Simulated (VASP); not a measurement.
Write the native input for VASP 6.6.1 that does the following.

| Property | Result |
| --- | --- |
| Task | single point |
| Functional | LDA |
| Potentials or basis | VASP PAW LDA potentials, release 64 (Ca_sv) |
| Cutoff | 520 eV |
| k mesh | 15 × 15 × 8 |
| Occupations | gaussian, width 0.15 eV |
| Spin | no spin polarisation |
| Dipole correction | no |
| Further INCAR settings | ALGO = Fast; EDIFF = 1e-06; NBANDS = 17 |

The structure of Ca lies in POSCAR:

```
Ca
1.0
    3.8605995350      0.0000000000      0.0000000000
   -1.9302997675      3.3433772711      0.0000000000
    0.0000000000      0.0000000000      6.5200000000
Ca
2
Direct
    0.3333333333      0.6666666667      0.2500000000
    0.6666666667      0.3333333333      0.7500000000
```

This isn't the form of Ca at room conditions, which is fcc.

This cell differs from its parent crystal: strain -0.030 along x and y, +0.000 along z.

The input as run:

INCAR

```
SYSTEM = Ca
PREC = Accurate
ENCUT = 520
EDIFF = 1E-6
ISMEAR = 0
SIGMA = 0.15
LREAL = .False.
LASPH = .True.
NELM = 80
ALGO = Fast
ISIF = 2
LWAVE = .False.
LCHARG = .False.
GGA = CA
NBANDS = 17
```

KPOINTS

```
Automatic mesh
0
Gamma
  15 15 8
  0 0 0
```

Potentials or basis: VASP PAW LDA potentials, release 64 (Ca_sv).

Run with:

```sh
$ cat potpaw_LDA.64/Ca_sv/POTCAR > POTCAR
$ mpirun -np 1 vasp_std > vasp.out
```

It gave:

```
Pressure               : -1.6 GPa
Band gap on the k mesh : zero (bands 10 and 11 overlap by 0.48 eV)
```

Caveat: the cell differs from its parent crystal (strain -0.030 along x and y, +0.000 along z).

Wall time 6.7 min on 1 thread of Intel Xeon 8259CL (shared host), peak memory 0.28 GiB.
